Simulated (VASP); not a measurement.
Write the native input for VASP 6.6.1 that does the following.

```yaml
Task: single point
Functional: r2SCAN
Potentials_or_basis: VASP PAW PBE potentials, release 64 (Al, Ga_d, N)
Cutoff: 520 eV
k_mesh: 8 × 8 × 6
Occupations: gaussian, width 0.02 eV
Spin: no spin polarisation
Dipole_correction: no
Further_INCAR_settings: ALGO = Normal; EDIFF = 1e-06; NBANDS = 21
```

The system is AlGaN2.

```
Al Ga N
1.0
     3.01299    0.00000    0.00000
     0.00000    3.01299    0.00000
     0.00000    0.00000    4.60034
Al Ga N
1 1 2
Direct
  0.50000 0.50000 0.50000
  0.00000 0.00000 0.00000
  0.50000 0.00000 0.74003
  0.00000 0.50000 0.25997
```

One way to write it, as run:

POSCAR

```
AlGaN2
1.0
    3.0129853682      0.0000000000      0.0000000000
    0.0000000000      3.0129853682      0.0000000000
    0.0000000000      0.0000000000      4.6003362942
Al Ga N
1 1 2
Direct
    0.5000000000      0.5000000000      0.5000000000
    0.0000000000      0.0000000000      0.0000000000
    0.5000000000      0.0000000000      0.7400282838
    0.0000000000      0.5000000000      0.2599717162
```

INCAR.step1

```
  ALGO = Normal
  EDIFF = 1E-4
  ENCUT = 520
  GGA = PE
  ISMEAR = 0
  LASPH = T
  LCHARG = F
  LREAL = F
  LWAVE = T
  NBANDS = 21
  NELM = 100
  PREC = Accurate
  SIGMA = 0.02
```

INCAR.step2

```
  ALGO = Normal
  EDIFF = 1E-6
  ENCUT = 520
  ISIF = 2
  ISMEAR = 0
  ISTART = 1
  LASPH = T
  LCHARG = F
  LMIXTAU = T
  LREAL = F
  LWAVE = F
  METAGGA = R2SCAN
  NBANDS = 21
  NELM = 100
  PREC = Accurate
  SIGMA = 0.02
```

KPOINTS

```
k-points
0
Gamma
  8 8 6
```

Potentials or basis: VASP PAW PBE potentials, release 64 (Al, Ga_d, N).

Launch:

```console
$ cat potpaw_PBE.64/Al/POTCAR potpaw_PBE.64/Ga_d/POTCAR potpaw_PBE.64/N/POTCAR > POTCAR
$ cp INCAR.step1 INCAR
$ mpirun -np 1 vasp_std > vasp.out
$ cp INCAR.step2 INCAR
$ mpirun -np 1 vasp_std > vasp.out
```

Results of the run:

```yaml
Pressure: 9.4 GPa
Largest_force: 0.101 eV/Å
Band_gap_on_the_k_mesh: 3.55 eV
```

Caveat: the cell stands under pressure; the PAW data sets were made with another functional, which shifts forces and pressure a little.

Run time: 2.9 min on 1 thread of Intel(R) Xeon(R) Platinum 8259CL CPU @ 2.50GHz (Skylake/Cascade Lake), with other jobs on the host, peak memory 0.2 GiB.
